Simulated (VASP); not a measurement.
# Rb3Ba (I4/mmm) in VASP: a series of runs, part 2 of 2

VASP 6.6.1.

### 5 Single point, PBEsol

This run uses another cell than the first one, of 77.78 Å³/atom.

INCAR

```
PREC = Accurate
ENCUT = 520
EDIFF = 1E-6
ISMEAR = -1
SIGMA = 0.05
LREAL = False
LASPH = True
NELM = 100
ALGO = Fast
ISIF = 2
LWAVE = False
LCHARG = True
GGA = PS
LELF = True
LVHAR = True
NBANDS = 26
```

KPOINTS

```
Automatic mesh
0
Gamma
  6 6 6
```

POSCAR

```
Rb3Ba
1.0
   -3.3001181511      3.3001181511      7.1414187543
    3.3001181511     -3.3001181511      7.1414187543
    3.3001181511      3.3001181511     -7.1414187543
Ba Rb
1 3
Direct
    0.0000000000      0.0000000000      0.0000000000
    0.5000000000      0.5000000000      0.0000000000
    0.2500000000      0.7500000000      0.5000000000
    0.7500000000      0.2500000000      0.5000000000
```

Potentials or basis: VASP PAW PBE potentials, release 64 (Ba_sv, Rb_sv).

On the command line:

```
$ cat potpaw_PBE.64/Ba_sv/POTCAR potpaw_PBE.64/Rb_sv/POTCAR > POTCAR
$ mpirun -np 1 vasp_std > vasp.out
```

OUTCAR:

```text
PREC = Accurate
   ENCUT = 520
   EDIFF = 1E-6
   ISMEAR = -1
   LREAL = False
   LASPH = True
   NELM = 100
   ISIF = 2
   GGA = PS

 ion  position               nearest neighbor table
   1  0.000  0.000  0.000-   2 4.67   2 4.67   2 4.67   2 4.67   4 4.86   3 4.86   4 4.86   3 4.86
                             4 4.86   4 4.86   3 4.86   3 4.86
   2  0.500  0.500  0.000-   1 4.67   1 4.67   1 4.67   1 4.67   4 4.86   3 4.86   4 4.86   4 4.86
                             3 4.86   3 4.86   4 4.86   3 4.86
   3  0.250  0.750  0.500-   4 4.67   4 4.67   4 4.67   4 4.67   2 4.86   1 4.86   2 4.86   2 4.86
[... 901 lines left out ...]
  --------------------------------------------------------------------------------------
  -------------------------------------------------------------------------------------
  Total        0.0833447      0.0833447     -0.0041517      0.0000000      0.0000000      0.0000000
  in kB        0.4292253      0.4292253     -0.0213811      0.0000000      0.0000000      0.0000000
  external PRESSURE =       0.2790232 kB  Pullay stress =       0.0000000 kB

 VOLUME and BASIS-vectors are now :
 -----------------------------------------------------------------------------
  energy-cutoff  :      520.00
  volume of cell :      311.10
      direct lattice vectors                 reciprocal lattice vectors
    -3.300118151  3.300118151  7.141418754     0.000000000  0.151509727  0.070014099
     3.300118151 -3.300118151  7.141418754     0.151509727  0.000000000  0.070014099
     3.300118151  3.300118151 -7.141418754     0.151509727  0.151509727  0.000000000

 POSITION                                       TOTAL-FORCE (eV/Angst)
 -----------------------------------------------------------------------------------
      0.00000      0.00000      0.00000         0.000000      0.000000      0.000000
      0.00000      0.00000      7.14142         0.000000      0.000000      0.000000
      3.30012     -0.00000      3.57071        -0.000000      0.000000     -0.000000
     -0.00000      3.30012      3.57071        -0.000000     -0.000000     -0.000000
 -----------------------------------------------------------------------------------
    total drift:                               -0.000000     -0.000000     -0.000000

  FREE ENERGIE OF THE ION-ELECTRON SYSTEM (eV)
  ---------------------------------------------------
  free  energy   TOTEN  =        -4.6549912993 eV

  energy  without entropy=       -4.6048380049  energy(sigma->0) =       -4.62991465
```

OSZICAR:

```text
N       E                     dE             d eps       ncg     rms          rms(c)
DAV:   1     0.270871337033E+03    0.27087E+03   -0.14102E+04  1568   0.110E+03
DAV:   2     0.215108587248E+02   -0.24936E+03   -0.24549E+03  2236   0.230E+02
DAV:   3    -0.367999282241E+01   -0.25191E+02   -0.25061E+02  2268   0.720E+01
DAV:   4    -0.464467974837E+01   -0.96469E+00   -0.96338E+00  2134   0.129E+01
DAV:   5    -0.467803919918E+01   -0.33359E-01   -0.33349E-01  2302   0.220E+00    0.252E+00
RMM:   6    -0.465564648072E+01    0.22393E-01   -0.36350E-02  2122   0.717E-01    0.162E+00
RMM:   7    -0.465470566364E+01    0.94082E-03   -0.81411E-02  2156   0.903E-01    0.276E-01
RMM:   8    -0.465470010623E+01    0.55574E-05   -0.11939E-02  2222   0.335E-01    0.510E-02
RMM:   9    -0.465496210294E+01   -0.26200E-03   -0.35742E-03  2467   0.139E-01    0.406E-02
RMM:  10    -0.465493548151E+01    0.26621E-04   -0.74372E-04  2318   0.922E-02    0.167E-02
RMM:  11    -0.465497473533E+01   -0.39254E-04   -0.47103E-04  2503   0.504E-02    0.137E-02
RMM:  12    -0.465498057269E+01   -0.58374E-05   -0.16583E-04  2436   0.293E-02    0.829E-03
RMM:  13    -0.465498777638E+01   -0.72037E-05   -0.94509E-05  2198   0.183E-02    0.586E-03
RMM:  14    -0.465498980898E+01   -0.20326E-05   -0.23278E-05  1982   0.109E-02    0.388E-03
RMM:  15    -0.465499088430E+01   -0.10753E-05   -0.14472E-05  1892   0.917E-03    0.770E-04
RMM:  16    -0.465499129930E+01   -0.41500E-06   -0.48352E-06  1622   0.486E-03
   1 F= -.46549913E+01 E0= -.46299147E+01  d E =-.501533E-01
```

stdout:

```text
POSCAR found type information on POSCAR BaRb
 POSCAR found :  2 types and       4 ions
 scaLAPACK will be used
 -----------------------------------------------------------------------------
|                                                                             |
|                                                                             |
|     You enforced a specific xc type in the INCAR file but a different       |
|     I HOPE YOU KNOW WHAT YOU ARE DOING!                                     |
|                                                                             |
 -----------------------------------------------------------------------------

 LDA part: xc-table for (Slater+PW92), standard interpolation
 POSCAR, INCAR and KPOINTS ok, starting setup
 FFT: planning ... GRIDC
 FFT: planning ... GRID_SOFT
 FFT: planning ... GRID
 WAVECAR not read
 entering main loop
```

Run time: 13 min. Hardware: 1 thread of Oxide Virtual Turin-like, shared host; peak memory 0.65 GiB.

What came out:

```yaml
Free_energy: -4.6550 eV
Pressure: 0.0 GPa
Band_gap_on_the_k_mesh: zero (an odd number of electrons rules out a gap without spin polarisation)
```

Levels at points of the mesh, in eV from the Fermi level:
| k point | band 16 | band 17 | band 18 | band 19 | band 20 | band 21 |
| --- | --- | --- | --- | --- | --- | --- |
| (0.00, 0.00, 0.00) | -12.49 | -2.29 | -0.03 | 0.25 | 0.84 | 0.84 |
| (0.50, 0.00, 0.00) | -12.50 | -1.16 | -0.84 | 0.12 | 0.48 | 0.63 |
| (0.50, 0.50, 0.00) | -12.49 | -0.50 | -0.24 | -0.22 | -0.19 | 0.71 |
| (0.50, 0.50, 0.50) | -12.51 | -1.52 | -1.18 | -0.04 | 0.29 | 0.79 |

Caveat: the PAW data sets were made with another functional, which shifts forces and pressure a little; spin-orbit coupling is left out, which moves the levels of the heavy elements.

### 6 Summary

| cell | further INCAR settings | gap on the mesh (eV) | pressure (GPa) |
| --- | --- | --- | --- |
| a = 7.164 Å, angles 135.0, 135.0, 65.6°, 4 atoms | ALGO = Fast; EDIFF = 1e-07; NBANDS = 26 | none | 5.0 |
| a = 6.503 Å, angles 133.4, 133.4, 68.1°, 4 atoms | ALGO = Fast; EDIFF = 1e-06; NBANDS = 26 | none | 10.1 |
| a = 7.747 Å, angles 134.8, 134.8, 65.8°, 4 atoms | ALGO = Fast; EDIFF = 1e-06; NBANDS = 26 | none | 2.0 |
| a = 8.531 Å, angles 134.5, 134.5, 66.3°, 4 atoms | ALGO = Fast; EDIFF = 1e-06; NBANDS = 26 | none | 0.0 |

Alike in all rows: task single point; level PBEsol; potentials or basis VASP PAW PBE potentials, release 64 (Ba_sv, Rb_sv); no spin polarisation; k mesh 6 × 6 × 6; cutoff (eV) 520; smearing fermi-dirac 0.05 eV.

Caveats: the PAW data sets were made with another functional, which shifts forces and pressure a little; spin-orbit coupling is left out, which moves the levels of the heavy elements; the cell stands under pressure (at least some runs).

Absolute energies hang on the potentials; compare differences alone.
